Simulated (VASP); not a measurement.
# H2 in VASP: notebook, part 2 of 2

VASP 6.6.1. Earlier steps stand in the parts before.

## Step 4: Relaxation of the atoms, PBEsol

Contents of INCAR:

```
ALGO     = Normal         # electronic algorithm
EDIFF    = 1E-6           # SCF threshold, eV
EDIFFG   = -0.01          # ionic threshold
ENCUT    = 520            # plane-wave cutoff, eV
GGA      = PS             # functional
IBRION   = 2              # ionic algorithm
ISIF     = 2              # what is computed and relaxed
ISMEAR   = -1             # smearing method
LASPH    = T              # aspherical terms in the spheres
LCHARG   = F              # write CHGCAR
LREAL    = F              # projectors in reciprocal space
LWAVE    = F              # write WAVECAR
NELM     = 80             # most SCF steps
NSW      = 80             # ionic steps
PREC     = Accurate       # precision mode
SIGMA    = 0.01           # smearing width, eV
```

Contents of KPOINTS:

```
k-points
0
Gamma
  1 1 1
```

Contents of POSCAR:

```
H
1.0
   12.0000000000      0.0000000000      0.0000000000
    0.0000000000     12.3000000000      0.0000000000
    0.0000000000      0.0000000000     12.6000000000
H
2
Direct
    0.5000000000      0.5000000000      0.4702380952
    0.5000000000      0.5000000000      0.5297619048
```

Potentials or basis: VASP PAW PBE potentials, release 64 (H).

Run with:

```sh
$ cat potpaw_PBE.64/H/POTCAR > POTCAR
$ mpirun -np 1 vasp_gam > vasp.out
```

OUTCAR:

```text
EDIFF = 1E-6
   EDIFFG = -0.01
   ENCUT = 520
   GGA = PS
   IBRION = 2
   ISIF = 2
   ISMEAR = -1
   LASPH = T
   LREAL = F
   NELM = 80
   NSW = 80
   PREC = Accurate

 ion  position               nearest neighbor table
   1  0.500  0.500  0.470-   2 0.75
   2  0.500  0.500  0.530-   1 0.75

  LATTYP: Found a simple orthorhombic cell.
 ALAT       =    12.0000000000
 B/A-ratio  =     1.0250000000
 C/A-ratio  =     1.0500000000

  Lattice vectors:

 A1 = (  12.0000000000,   0.0000000000,   0.0000000000)
 A2 = (   0.0000000000,  12.3000000000,   0.0000000000)
 A3 = (   0.0000000000,   0.0000000000,  12.6000000000)

Analysis of symmetry for initial positions (statically):
=====================================================================
 Subroutine PRICEL returns:
 Original cell was already a primitive cell.

 Routine SETGRP: Setting up the symmetry group for a
 simple orthorhombic supercell.

 Subroutine GETGRP returns: Found  8 space group operations
 (whereof  8 operations were pure point group operations)
 out of a pool of  8 trial point group operations.

The static configuration has the point symmetry D_2h.

Analysis of symmetry for dynamics (positions and initial velocities):
=====================================================================
 Subroutine PRICEL returns:
 Original cell was already a primitive cell.

 Routine SETGRP: Setting up the symmetry group for a
 simple orthorhombic supercell.

 Subroutine GETGRP returns: Found  8 space group operations
 (whereof  8 operations were pure point group operations)
 out of a pool of  8 trial point group operations.

The dynamic configuration has the point symmetry D_2h.

 Subroutine INISYM returns: Found  8 space group operations
 (whereof  8 operations are pure point group operations),
 and found     1 'primitive' translations

----------------------------------------------------------------------------------------
[... 76 lines left out ...]
   ISYM   =      2    0-nonsym 1-usesym 2-fastsym
   POTIM  = 0.5000    time-step for ionic-motion
   TEBEG  =    0.0;   TEEND  =   0.0 temperature during run
   PSTRESS=    0.0 pullay stress
   NELECT =       2.0000    total number of electrons
   NUPDOWN=      -1.0000    fix difference up-down
   EMIN   =  10.00;   EMAX   =-10.00  energy-range for DOS
   EFERMI =   0.00;   METHOD = LEGACY
   ISMEAR =    -1;   SIGMA  =   0.01  broadening in eV -4-tet -1-fermi 0-gaus
   EFERMI_NEDOS =   21; number of points for ismear=-14 and -15
   IALGO  =     38    algorithm
   IMIX   =      4    mixing-type and parameters
     AMIX     =   0.40;   BMIX     =  1.00
     AMIX_MAG =   1.60;   BMIX_MAG =  1.00
  volume/ion in A,a.u.               =     929.88      6275.14
  Fermi-wavevector in a.u.,A,eV,Ry     =   0.167726  0.316955  0.382757  0.028132
  Thomas-Fermi vector in A             =   0.873280
   LORBIT       =      0    0 simple, 1 ext, 2 COOP (PROOUT), +10 PAW based schemes
   GGA     = PS    functional components
   LHFCALC =     F    Hartree Fock is set to
   AEXX    =    0.0000 exact exchange contribution
   IVDW    =     0    specifies the selected vdW correction
   LEPSILON=     F    determine dielectric tensor
   LRPA    =     F    only Hartree local field effects (RPA)
 conjugate gradient relaxation of ions
 non-spin polarized calculation
  energy-cutoff  :      520.00
  volume of cell :     1859.76
 maximum number of plane-waves:     25042
 NGX is ok and might be reduce to    90
   NGX = 45   NGY = 45   NGZ = 47

--------------------------------------- Ionic step        1  -------------------------------------------

 number of electron       2.0000000 magnetization

 Free energy of the ion-electron system (eV)
  ---------------------------------------------------
  ext. energy  EPLUGINS =         0.00000000
  ---------------------------------------------------
  free energy    TOTEN  =        -6.51223455 eV

  energy without entropy =       -6.51223455  energy(sigma->0) =       -6.51223455

------------------------ aborting loop because EDIFF is reached ----------------------------------------

  FORCE on cell =-STRESS in cart. coord.  units (eV):
  Direction    XX          YY          ZZ          XY          YZ          ZX
  --------------------------------------------------------------------------------------
  -------------------------------------------------------------------------------------
  Total       -0.0255465     -0.0258663      0.1835143      0.0000000      0.0000000      0.0000000
  in kB       -0.0220082     -0.0222837      0.1580970      0.0000000      0.0000000      0.0000000
  external PRESSURE =       0.0379350 kB  Pullay stress =       0.0000000 kB
[... 59 lines left out ...]
--------------------------------------- Ionic step        3  -------------------------------------------

 number of electron       2.0000000 magnetization

 Free energy of the ion-electron system (eV)
  ---------------------------------------------------
  ext. energy  EPLUGINS =         0.00000000
  ---------------------------------------------------
  free energy    TOTEN  =        -6.51342487 eV

  energy without entropy =       -6.51342487  energy(sigma->0) =       -6.51342487

 E-fermi :  -9.8711     XC(G=0):  -0.2078

 val. band max:      -10.1252936370   @ k =   0.0000   0.0000   0.0000
 cond. band min:      -0.0968952058   @ k =   0.0000   0.0000   0.0000
 fundamental gap:     10.0283984313
 Fermi energy:        -9.8711020259

 k-point     1 :       0.0000    0.0000    0.0000
  band No.  band energies     occupation
      1     -10.1253      2.00000
      2      -0.0969      0.00000
      3       0.3084      0.00000
      4       0.7200      0.00000
      5       0.7553      0.00000
[... 27 lines left out ...]
  FREE ENERGIE OF THE ION-ELECTRON SYSTEM (eV)
  ---------------------------------------------------
  free  energy   TOTEN  =        -6.5134248654 eV

  energy  without entropy=       -6.5134248654  energy(sigma->0) =       -6.51342487

 reached required accuracy - stopping structural energy minimisation
```

OSZICAR:

```text
N       E                     dE             d eps       ncg     rms          rms(c)
DAV:   1     0.603120639144E+01    0.60312E+01   -0.49976E+02    10   0.217E+02
DAV:   2    -0.537820416189E+01   -0.11409E+02   -0.11409E+02    10   0.420E+01
DAV:   3    -0.715240127443E+01   -0.17742E+01   -0.17742E+01    15   0.256E+01
[... 32 lines left out ...]
DAV:   6    -0.651341643153E+01   -0.42650E-05   -0.13840E-07    10   0.139E-03    0.321E-04
DAV:   7    -0.651341941355E+01   -0.29820E-05   -0.17493E-07    10   0.152E-03    0.139E-04
DAV:   8    -0.651342302067E+01   -0.36071E-05   -0.15674E-07    10   0.151E-03    0.100E-04
DAV:   9    -0.651342408943E+01   -0.10688E-05   -0.19472E-08    10   0.526E-04    0.102E-04
DAV:  10    -0.651342486537E+01   -0.77594E-06   -0.17302E-08    10   0.519E-04
   3 F= -.65134249E+01 E0= -.65134249E+01  d E =-.119032E-02
```

CONTCAR:

```text
H
   1.00000000000000
    12.0000000000000000    0.0000000000000000    0.0000000000000000
     0.0000000000000000   12.3000000000000007    0.0000000000000000
     0.0000000000000000    0.0000000000000000   12.5999999999999996
  H
     2
Direct
     0.5000000000000000    0.5000000000000000    0.4699054471033583
     0.5000000000000000    0.5000000000000000    0.5300945528966416

  0.00000000E+00  0.00000000E+00  0.00000000E+00
  0.00000000E+00  0.00000000E+00  0.00000000E+00
```

Wall time 1.9 min (1 thread of Intel Xeon Platinum 8488C (Sapphire Rapids), shared host); peak memory 1.4 GiB.

What came out:

| Property | Result |
| --- | --- |
| Free energy | -6.5134 eV |
| Energy gained by relaxing | 0.6 meV/atom |
| Ionic steps | 3 |
| Gap between the frontier levels | 10.03 eV |

Step by step:
```
step  energy change (eV)  largest force (eV/Å)  pressure (GPa)
   1              0.0000                0.2866            0.00
   2              0.0048                0.6038           -0.02
   3             -0.0012                0.0001            0.00
```

Final structure:
```
CELL_PARAMETERS angstrom
12.00000 0.00000 0.00000
0.00000 12.30000 0.00000
0.00000 0.00000 12.60000
ATOMIC_POSITIONS crystal
H 0.50000 0.50000 0.46991
H 0.50000 0.50000 0.53009
```

Caveat: the PAW data sets were made with another functional, which shifts forces and pressure a little.
